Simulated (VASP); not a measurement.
MoH6: single point with PBE

MoH6:

```xyz
7
Lattice="-2.1570 2.1570 2.5283 2.1570 -2.1570 2.5283 2.1570 2.1570 -2.5283" Properties=species:S:1:pos:R:3 pbc="T T T"
H     1.2812    1.2812    2.5283
H     0.8757    0.8757    0.0000
H    -1.2812    1.2812    2.5283
H     1.2812   -1.2812    2.5283
H     0.0000    0.0000    0.7448
H     0.0000    0.0000    4.3118
Mo    0.0000    0.0000    2.5283
```

- Program: VASP 6.6.1
- Task: single point
- Functional: PBE
- Potentials or basis: VASP PAW PBE potentials, release 64 (H, Mo_sv)
- Cutoff: 500 eV
- k mesh: 4 × 4 × 4
- Occupations: gaussian, width 0.15 eV
- Spin: no spin polarisation
- Dipole correction: no
- Further INCAR settings: ALGO = Normal; EDIFF = 1e-06; NBANDS = 19

- Pressure: 0.0 GPa
- Largest force: 0.018 eV/Å
- Band gap on the k mesh: zero (band 10 reaches 3.59 eV, above the bottom of band 11 at 2.54 eV)

Forces on the atoms (eV/Å):
```
H   -0.012 -0.012  0.000
H    0.012  0.012  0.000
H    0.012 -0.012  0.000
H   -0.012  0.012  0.000
H    0.000  0.000 -0.009
H    0.000  0.000  0.009
Mo   0.000  0.000  0.000
```

Stress tensor (GPa, compression positive):
```
 0.03  0.00  0.00
 0.00  0.03  0.00
 0.00  0.00 -0.13
```

Levels at points of the mesh, in eV from the Fermi level:
```
           k point  band 8  band 9  band 10  band 11  band 12  band 13
(0.00, 0.00, 0.00)   -0.93   -0.93    -0.91    -0.91    -0.16     0.32
(0.50, 0.00, 0.00)   -4.08    0.08     0.15     0.44     1.14     2.57
(0.50, 0.50, 0.00)   -1.73   -1.55    -1.27    -0.78     0.45     0.65
(0.50, 0.50, 0.50)   -2.46   -2.27    -1.50    -0.47     0.53     0.53
```

Wall time 32 s on 1 thread of AMD EPYC 7R43 64-Core Processor (Zen 3), on a shared host, peak memory 0.13 GiB.

Caveat: the k points lie up to 0.51 Å⁻¹ apart.
